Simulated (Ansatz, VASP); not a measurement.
**NiO: VASP beside Ansatz**

POSCAR

```
NiO
1.0
    0.0000000000      2.0404442104      2.0404442104
    2.0404442104      0.0000000000      2.0404442104
    2.0404442104      2.0404442104      0.0000000000
Ni O
1 1
Direct
    0.0000000000      0.0000000000      0.0000000000
    0.5000000000      0.5000000000      0.5000000000
```

Contents of INCAR.step1:

```
ALGO     = Normal         # electronic algorithm
EDIFF    = 1E-4           # SCF threshold, eV
ENCUT    = 520            # plane-wave cutoff, eV
GGA      = PE             # functional
ISMEAR   = 0              # smearing method
ISPIN    = 2              # spin polarisation
LASPH    = True           # aspherical terms in the spheres
LCHARG   = False          # write CHGCAR
LMAXMIX  = 4              # l up to which the mixer works
LREAL    = False          # projectors in reciprocal space
LWAVE    = True           # write WAVECAR
MAGMOM   = 1.82 0.32      # initial moments
NBANDS   = 19             # bands
NELM     = 150            # most SCF steps
PREC     = Accurate       # precision mode
SIGMA    = 0.02           # smearing width, eV
```

Contents of INCAR.step2:

```
ALGO     = Normal         # electronic algorithm
EDIFF    = 1E-6           # SCF threshold, eV
ENCUT    = 520            # plane-wave cutoff, eV
ISIF     = 2              # what is computed and relaxed
ISMEAR   = 0              # smearing method
ISPIN    = 2              # spin polarisation
ISTART   = 1            
LASPH    = True           # aspherical terms in the spheres
LCHARG   = True           # write CHGCAR
LELF     = True           # ELF
LMAXMIX  = 4              # l up to which the mixer works
LMIXTAU  = True         
LORBIT   = 11             # projections on sites
LREAL    = False          # projectors in reciprocal space
LVHAR    = True         
LWAVE    = False          # write WAVECAR
MAGMOM   = 1.82 0.32      # initial moments
METAGGA  = R2SCAN         # meta-GGA
NBANDS   = 19             # bands
NELM     = 150            # most SCF steps
PREC     = Accurate       # precision mode
SIGMA    = 0.02           # smearing width, eV
```

File KPOINTS:

```
k-points
0
Gamma
  12 12 12
```

Input for Ansatz:

```yaml
crystal:
  lattice:
    - [0.0, 2.0404442104, 2.0404442104]
    - [2.0404442104, 0.0, 2.0404442104]
    - [2.0404442104, 2.0404442104, 0.0]
  atoms:
    - { symbol: Ni, position: [0.0, 0.0, 0.0], spin: 1.82 }
    - { symbol: O, position: [0.5, 0.5, 0.5], spin: 0.32 }
basis:
  ecutwfc: 500
kpoints:
  mp_grid: { grid: [12, 12, 12] }
  band_path: { path: [VBM, CBM], npoints: 2 }
hamiltonian:
  xc: r2scan
scf:
  occupations: { method: gaussian, width: 0.02 }
output:
  forces: true
  stress: true
  eigenvalues: true
  populations: true
magnetization:
  spin_polarized: true
checkpoint:
  read: start.run
  write: ck
  compress: false
  write_wavefunctions: false
  write_every: 100000
```

Alike in both runs: task single point; functional r2SCAN; k mesh 12 × 12 × 12; occupations gaussian, width 0.02 eV; collinear spin.

```csv
,VASP,Ansatz
version,VASP 6.6.1,Ansatz 0.2.0
potentials or method,"VASP PAW PBE potentials, release 64 (Ni, O), cutoff 520 eV","scalar-relativistic, plane waves, PAW"
valence electrons in the cell,16,24
```

|  | VASP | Ansatz | Ansatz less VASP |
| --- | --- | --- | --- |
| gap on the k mesh at the Fermi level (eV) | 0.45 | 0.53 | +0.081 |
| least direct gap on the mesh (eV) | 1.64 | 1.71 | +0.075 |
| pressure (GPa) | 20.1 | 20.0 | -0.10 |
| net moment per atom (μB) | 1.00 | 1.00 | 0.000 |
| size of the moment on the site where the two differ most (μB) | 1.69 | 1.65 | -0.031 |

VASP's potentials were made for PBE, not for r2SCAN. Site moments also hang on the region over which each program counts them. VASP's potentials hold 16 valence electrons a cell and Ansatz's 24, so a difference there can come from the potentials and not from the codes. Ansatz's warnings: stability check not made.
